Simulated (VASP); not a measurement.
# Nb in VASP: further runs, part 2 of 2

VASP 6.6.1.

## Step 3: Electric field gradients, PBE (equal xy, yz and zx shear strains of +3 %)

INCAR

```
PREC = Accurate
ENCUT = 520
EDIFF = 1E-8
ISMEAR = -1
SIGMA = 0.08
LREAL = F
LASPH = T
NELM = 100
ALGO = Normal
ISIF = 2
LWAVE = F
LCHARG = F
GGA = PE
LEFG = T
NBANDS = 12
```

KPOINTS

```
Automatic mesh
0
Gamma
  13 13 13
```

POSCAR

```
Nb
1.0
    0.0634500000      2.1467250000      2.1467250000
    2.1467250000      0.0634500000      2.1467250000
    2.1467250000      2.1467250000      0.0634500000
Nb
1
Direct
    0.0000000000      0.0000000000      0.0000000000
```

Potentials or basis: VASP PAW PBE potentials, release 64 (Nb_sv).

Run with:

```console
$ cat potpaw_PBE.64/Nb_sv/POTCAR > POTCAR
$ mpirun -np 1 vasp_std > vasp.out
```

OUTCAR:

```text
PREC = Accurate
   ENCUT = 520
   EDIFF = 1E-8
   ISMEAR = -1
   LREAL = F
   LASPH = T
   NELM = 100
   ISIF = 2
   GGA = PE

 ion  position               nearest neighbor table
   1  0.000  0.000  0.000-

  LATTYP: Found a trigonal (rhomboedric) cell.
 ALAT       =     3.0365905805
 COS(alpha) =     0.5293254421

  Lattice vectors:

 A1 = (   0.0634500000,   2.1467250000,   2.1467250000)
 A2 = (   2.1467250000,   0.0634500000,   2.1467250000)
 A3 = (   2.1467250000,   2.1467250000,   0.0634500000)

Analysis of symmetry for initial positions (statically):
=====================================================================
 Subroutine PRICEL returns:
 Original cell was already a primitive cell.

 Routine SETGRP: Setting up the symmetry group for a
 trigonal (rhombohedral) supercell.

 Subroutine GETGRP returns: Found 12 space group operations
 (whereof 12 operations were pure point group operations)
 out of a pool of 12 trial point group operations.

The static configuration has the point symmetry D_3d.

Analysis of symmetry for dynamics (positions and initial velocities):
=====================================================================
 Subroutine PRICEL returns:
 Original cell was already a primitive cell.

 Routine SETGRP: Setting up the symmetry group for a
 trigonal (rhombohedral) supercell.

 Subroutine GETGRP returns: Found 12 space group operations
 (whereof 12 operations were pure point group operations)
 out of a pool of 12 trial point group operations.

The dynamic configuration has the point symmetry D_3d.
[... 152 lines left out ...]
  band No.  band energies     occupation
      1     -43.9359      2.00000
      2     -19.4096      2.00000
      3     -19.2951      2.00000
      4     -19.2951      2.00000
      5       4.6582      2.00000
      6      10.5310      1.96077
      7      11.1735      0.03201
      8      11.1735      0.03201
      9      13.5737      0.00000
     10      13.5737      0.00000
     11      22.6634      0.00000
     12      26.7637      0.00000
[... 331 lines left out ...]
 k-point    24 :       0.4615    0.1538   -0.0000
  band No.  band energies     occupation
      1     -43.7343      2.00000
      2     -20.3523      2.00000
      3     -19.6238      2.00000
      4     -19.5827      2.00000
      5       7.7030      2.00000
      6       9.9123      1.99998
      7      10.9241      0.53713
      8      11.4712      0.00079
      9      15.3914      0.00000
     10      16.1256      0.00000
     11      21.6617      0.00000
     12      24.3823      0.00000

 [... further k-points ...]
[... 5 lines left out ...]
  --------------------------------------------------------------------------------------
  -------------------------------------------------------------------------------------
  Total       -0.1724367     -0.1724367     -0.1724367      0.1167017      0.1167017      0.1167017
  in kB      -14.6106526    -14.6106526    -14.6106526      9.8881966      9.8881966      9.8881966
  external PRESSURE =     -14.6106526 kB  Pullay stress =       0.0000000 kB

 VOLUME and BASIS-vectors are now :
 -----------------------------------------------------------------------------
  energy-cutoff  :      520.00
  volume of cell :       18.91
      direct lattice vectors                 reciprocal lattice vectors
     0.063450000  2.146725000  2.146725000    -0.243501964  0.236511477  0.236511477
     2.146725000  0.063450000  2.146725000     0.236511477 -0.243501964  0.236511477
     2.146725000  2.146725000  0.063450000     0.236511477  0.236511477 -0.243501964

 POSITION                                       TOTAL-FORCE (eV/Angst)
 -----------------------------------------------------------------------------------
      0.00000      0.00000      0.00000        -0.000000      0.000000     -0.000000
 -----------------------------------------------------------------------------------
    total drift:                                0.000000      0.000000     -0.000000

  FREE ENERGIE OF THE ION-ELECTRON SYSTEM (eV)
  ---------------------------------------------------
  free  energy   TOTEN  =        -9.9148012346 eV

  energy  without entropy=       -9.8817636033  energy(sigma->0) =       -9.89828242

 Electric field gradients (V/A^2)
---------------------------------------------------------------------
 ion       V_xx      V_yy      V_zz      V_xy      V_xz      V_yz
---------------------------------------------------------------------
   1      -0.000    -0.000     0.000    -4.093    -4.093    -4.093
---------------------------------------------------------------------

 Electric field gradients after diagonalization (V/A^2)
 (convention: |V_zz| > |V_xx| > |V_yy|)
----------------------------------------------------------------------
 ion       V_xx      V_yy      V_zz     asymmetry (V_yy - V_xx)/ V_zz
----------------------------------------------------------------------
   1       4.093     4.093    -8.186       0.000
----------------------------------------------------------------------

           NMR quadrupolar parameters

 Cq : quadrupolar parameter    Cq=e*Q*V_zz/h
 eta: asymmetry parameters     (V_yy - V_xx)/ V_zz
 Q  : nuclear electric quadrupole moment in mb (millibarn)
----------------------------------------------------------------------
 ion       Cq(MHz)       eta       Q (mb)
----------------------------------------------------------------------
   1      -0.020       0.000       1.000
----------------------------------------------------------------------
```

OSZICAR:

```text
N       E                     dE             d eps       ncg     rms          rms(c)
DAV:   1     0.116099735616E+03    0.11610E+03   -0.72292E+03  5592   0.107E+03
DAV:   2    -0.561035476646E+01   -0.12171E+03   -0.11730E+03  5956   0.385E+02
DAV:   3    -0.100651886844E+02   -0.44548E+01   -0.42692E+01  7996   0.651E+01
DAV:   4    -0.103705255828E+02   -0.30534E+00   -0.30295E+00  7932   0.154E+01
DAV:   5    -0.103802461553E+02   -0.97206E-02   -0.97135E-02  8176   0.237E+00    0.658E+00
DAV:   6    -0.996097934937E+01    0.41927E+00   -0.65928E-01  8836   0.101E+01    0.233E+00
DAV:   7    -0.991019765022E+01    0.50782E-01   -0.20129E-01  9148   0.554E+00    0.101E+00
DAV:   8    -0.991473506933E+01   -0.45374E-02   -0.12809E-02  6576   0.148E+00    0.474E-02
DAV:   9    -0.991478815861E+01   -0.53089E-04   -0.94230E-04  9392   0.323E-01    0.420E-02
DAV:  10    -0.991480737058E+01   -0.19212E-04   -0.23487E-05  6580   0.672E-02    0.120E-02
DAV:  11    -0.991480189118E+01    0.54794E-05   -0.32308E-06  8752   0.271E-02    0.508E-03
DAV:  12    -0.991480141170E+01    0.47947E-06   -0.66719E-07  6668   0.143E-02    0.129E-03
DAV:  13    -0.991480125579E+01    0.15592E-06   -0.25381E-08  7428   0.146E-03    0.476E-04
DAV:  14    -0.991480124379E+01    0.11993E-07   -0.30021E-09  4084   0.893E-04    0.132E-04
DAV:  15    -0.991480123326E+01    0.10539E-07   -0.81125E-10  3940   0.436E-04    0.703E-05
DAV:  16    -0.991480123464E+01   -0.13868E-08   -0.26613E-10  3648   0.314E-04
   1 F= -.99148012E+01 E0= -.98982824E+01  d E =-.330376E-01
```

It took 19 s on 1 thread of Intel Xeon 6975P-C (Granite Rapids), shared host; peak memory 0.17 GiB.

Results:

```yaml
Free_energy: -9.9148 eV
Pressure: -1.5 GPa
```

Electric field gradients, principal values (V/Å²):
```csv
atom,least,middle,greatest (by size)
1 Nb,4.093,4.093,-8.186
```

Caveat: the cell differs from its parent crystal (equal xy, yz and zx shear strains of +3 %); without QUAD_EFG the Cq values of the log hold for a quadrupole moment of 1 mb, not for the nuclei.

## Step 4: Electric field gradients, PBE (volume scaled by 0.98)

INCAR

```
  PREC = Accurate
  ENCUT = 520
  EDIFF = 1E-8
  ISMEAR = -1
  SIGMA = 0.08
  LREAL = F
  LASPH = T
  NELM = 60
  ALGO = Normal
  ISIF = 2
  LWAVE = F
  LCHARG = F
  GGA = PE
  LEFG = T
  NBANDS = 12
```

KPOINTS is that of step 3.

POSCAR

```
Nb
1.0
    0.0000000000      2.1008049414      2.1008049414
    2.1008049414      0.0000000000      2.1008049414
    2.1008049414      2.1008049414      0.0000000000
Nb
1
Direct
    0.0000000000      0.0000000000      0.0000000000
```

Potentials or basis: VASP PAW PBE potentials, release 64 (Nb_sv).

Run with:

```console
$ cat potpaw_PBE.64/Nb_sv/POTCAR > POTCAR
$ mpirun -np 1 vasp_std > vasp.out
```

OUTCAR:

```text
PREC = Accurate
   ENCUT = 520
   EDIFF = 1E-8
   ISMEAR = -1
   LREAL = F
   LASPH = T
   NELM = 60
   ISIF = 2
   GGA = PE

 ion  position               nearest neighbor table
   1  0.000  0.000  0.000-

  LATTYP: Found a face centered cubic cell.
 ALAT       =     4.2016098828

  Lattice vectors:

 A1 = (   0.0000000000,   2.1008049414,   2.1008049414)
 A2 = (   2.1008049414,   0.0000000000,   2.1008049414)
 A3 = (   2.1008049414,   2.1008049414,   0.0000000000)

Analysis of symmetry for initial positions (statically):
=====================================================================
 Subroutine PRICEL returns:
 Original cell was already a primitive cell.

 Routine SETGRP: Setting up the symmetry group for a
 face centered cubic supercell.

 Subroutine GETGRP returns: Found 48 space group operations
 (whereof 48 operations were pure point group operations)
 out of a pool of 48 trial point group operations.

The static configuration has the point symmetry O_h .

Analysis of symmetry for dynamics (positions and initial velocities):
=====================================================================
 Subroutine PRICEL returns:
 Original cell was already a primitive cell.

 Routine SETGRP: Setting up the symmetry group for a
 face centered cubic supercell.

 Subroutine GETGRP returns: Found 48 space group operations
 (whereof 48 operations were pure point group operations)
 out of a pool of 48 trial point group operations.

The dynamic configuration has the point symmetry O_h .

 Subroutine INISYM returns: Found 48 space group operations
 (whereof 48 operations are pure point group operations),
 and found     1 'primitive' translations

[... 153 lines left out ...]
      5       4.8780      2.00000
      6      11.2283      0.40475
      7      11.2283      0.40475
      8      11.2283      0.40475
      9      13.8654      0.00000
     10      13.8654      0.00000
     11      22.9672      0.00000
     12      27.7974      0.00000
[... 331 lines left out ...]
 k-point    24 :       0.4615    0.1538    0.0000
  band No.  band energies     occupation
      1     -43.4419      2.00000
      2     -20.0935      2.00000
      3     -19.3133      2.00000
      4     -19.2387      2.00000
      5       7.8950      2.00000
      6      10.0997      1.99999
      7      11.1159      1.01701
      8      11.8774      0.00015
      9      15.9360      0.00000
     10      16.3593      0.00000
     11      22.0138      0.00000
     12      24.7165      0.00000

 [... further k-points ...]
[... 5 lines left out ...]
  --------------------------------------------------------------------------------------
  -------------------------------------------------------------------------------------
  Total        0.2251329      0.2251329      0.2251329     -0.0000000      0.0000000      0.0000000
  in kB       19.4519129     19.4519129     19.4519129     -0.0000000      0.0000000      0.0000000
  external PRESSURE =      19.4519129 kB  Pullay stress =       0.0000000 kB

 VOLUME and BASIS-vectors are now :
 -----------------------------------------------------------------------------
  energy-cutoff  :      520.00
  volume of cell :       18.54
      direct lattice vectors                 reciprocal lattice vectors
     0.000000000  2.100804941  2.100804941    -0.238004010  0.238004010  0.238004010
     2.100804941  0.000000000  2.100804941     0.238004010 -0.238004010  0.238004010
     2.100804941  2.100804941  0.000000000     0.238004010  0.238004010 -0.238004010

 POSITION                                       TOTAL-FORCE (eV/Angst)
 -----------------------------------------------------------------------------------
      0.00000      0.00000      0.00000         0.000000      0.000000      0.000000
 -----------------------------------------------------------------------------------
    total drift:                               -0.000000     -0.000000     -0.000000

  FREE ENERGIE OF THE ION-ELECTRON SYSTEM (eV)
  ---------------------------------------------------
  free  energy   TOTEN  =        -9.9077761883 eV

  energy  without entropy=       -9.8749669438  energy(sigma->0) =       -9.89137157

 Electric field gradients (V/A^2)
---------------------------------------------------------------------
 ion       V_xx      V_yy      V_zz      V_xy      V_xz      V_yz
---------------------------------------------------------------------
   1       0.000    -0.000     0.000    -0.000    -0.000    -0.000
---------------------------------------------------------------------

 Electric field gradients after diagonalization (V/A^2)
 (convention: |V_zz| > |V_xx| > |V_yy|)
----------------------------------------------------------------------
 ion       V_xx      V_yy      V_zz     asymmetry (V_yy - V_xx)/ V_zz
----------------------------------------------------------------------
   1       0.000     0.000    -0.000       0.000
----------------------------------------------------------------------

           NMR quadrupolar parameters

 Cq : quadrupolar parameter    Cq=e*Q*V_zz/h
 eta: asymmetry parameters     (V_yy - V_xx)/ V_zz
 Q  : nuclear electric quadrupole moment in mb (millibarn)
----------------------------------------------------------------------
 ion       Cq(MHz)       eta       Q (mb)
----------------------------------------------------------------------
   1      -0.000       0.000       1.000
----------------------------------------------------------------------
```

OSZICAR:

```text
N       E                     dE             d eps       ncg     rms          rms(c)
DAV:   1     0.114785795591E+03    0.11479E+03   -0.72110E+03  2040   0.107E+03
DAV:   2    -0.568144336865E+01   -0.12047E+03   -0.11619E+03  2192   0.384E+02
DAV:   3    -0.100588062042E+02   -0.43774E+01   -0.41442E+01  2888   0.643E+01
DAV:   4    -0.103490162364E+02   -0.29021E+00   -0.28740E+00  2816   0.152E+01
DAV:   5    -0.103617278877E+02   -0.12712E-01   -0.12707E-01  2940   0.247E+00    0.674E+00
DAV:   6    -0.995259221781E+01    0.40914E+00   -0.64315E-01  3180   0.101E+01    0.239E+00
DAV:   7    -0.990293474408E+01    0.49657E-01   -0.20049E-01  3320   0.558E+00    0.101E+00
DAV:   8    -0.990771230647E+01   -0.47776E-02   -0.13109E-02  2384   0.151E+00    0.407E-02
DAV:   9    -0.990776256859E+01   -0.50262E-04   -0.91330E-04  3412   0.309E-01    0.411E-02
DAV:  10    -0.990778096300E+01   -0.18394E-04   -0.16711E-05  2384   0.574E-02    0.159E-02
DAV:  11    -0.990777638320E+01    0.45798E-05   -0.81449E-06  2572   0.493E-02    0.263E-03
DAV:  12    -0.990777631589E+01    0.67316E-07   -0.57345E-07  2876   0.622E-03    0.680E-04
DAV:  13    -0.990777618898E+01    0.12691E-06   -0.12914E-08  2240   0.135E-03    0.487E-05
DAV:  14    -0.990777618832E+01    0.65256E-09   -0.20640E-09  1448   0.680E-04
   1 F= -.99077762E+01 E0= -.98913716E+01  d E =-.328092E-01
```

It took 8.1 s on 1 thread of Intel Xeon 6975P-C, shared host; peak memory 0.15 GiB.

Results:

```
Free energy : -9.9078 eV
Pressure    : 1.9 GPa
```

Levels at points of the mesh, in eV from the Fermi level:
```csv
k point,band 3,band 4,band 5,band 6,band 7,band 8,band 9,band 10
"(0.00, 0.00, 0.00)",-30.13,-30.13,-6.24,0.11,0.11,0.11,2.75,2.75
```

Caveat: without QUAD_EFG the Cq values of the log hold for a quadrupole moment of 1 mb, not for the nuclei.

## Step 5: Summary

| cell | gap on the mesh (eV) | pressure (GPa) |
| --- | --- | --- |
| a = 3.006 Å, angles 59.3°, 1 atom | none | -1.4 |
| a = 3.037 Å, angles 58.0°, 1 atom | none | -1.5 |
| a = 2.971 Å, angles 60.0°, 1 atom | none | 1.9 |

Alike in all rows: task electric field gradients; level PBE; potentials or basis VASP PAW PBE potentials, release 64 (Nb_sv); no spin polarisation; k mesh 13 × 13 × 13; cutoff (eV) 520; smearing fermi-dirac 0.08 eV.

Total energies depend on the potentials used, so only differences within one code and one set of settings carry meaning.
